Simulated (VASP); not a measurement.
SrO, 2 atoms in the cell. The structure is orthorhombic, space group Imm2 (No. 44). Conventional cell: a = 3.634 Å, b = 5.140 Å, c = 3.634 Å, α = 90.00°, β = 90.00°, γ = 90.00°. Within 3.3 Å of Sr (site symmetry mm2) lie 6 O at 2.47 to 2.68 Å. O (site symmetry mm2) has 6 Sr at 2.47 to 2.68 Å within 3.3 Å.  This cell differs from its parent crystal: all O atoms moved +0.150 Å, as atom 2 towards its neighbour atom 2 (O) at 3.634 Å.

- Program: VASP 6.6.1
- Task: single point
- Functional: r2SCAN
- Potentials or basis: VASP PAW PBE potentials, release 64 (Sr_sv, O)
- Cutoff: 520 eV
- k mesh: 8 × 8 × 8
- Occupations: gaussian, width 0.05 eV
- Spin: no spin polarisation
- Dipole correction: no
- Further INCAR settings: ALGO = Normal; EDIFF = 1e-06; NBANDS = 15

Potentials or basis: VASP PAW PBE potentials, release 64 (Sr_sv, O).

Launch:

```sh
$ cat potpaw_PBE.64/Sr_sv/POTCAR potpaw_PBE.64/O/POTCAR > POTCAR
$ cp INCAR.step1 INCAR
$ mpirun -np 1 vasp_std > vasp.out
$ cp INCAR.step2 INCAR
$ mpirun -np 1 vasp_std > vasp.out
```

Hardware: 1 thread of AMD EPYC 9R45 96-Core Processor (Zen 5), on a shared host.

Task: How long does it take, and how much memory?

Result: Run time: 2.1 min on 1 thread of AMD EPYC 9R45 96-Core Processor (Zen 5), with other jobs on the host, peak memory 0.17 GiB. Counts: k points 95.
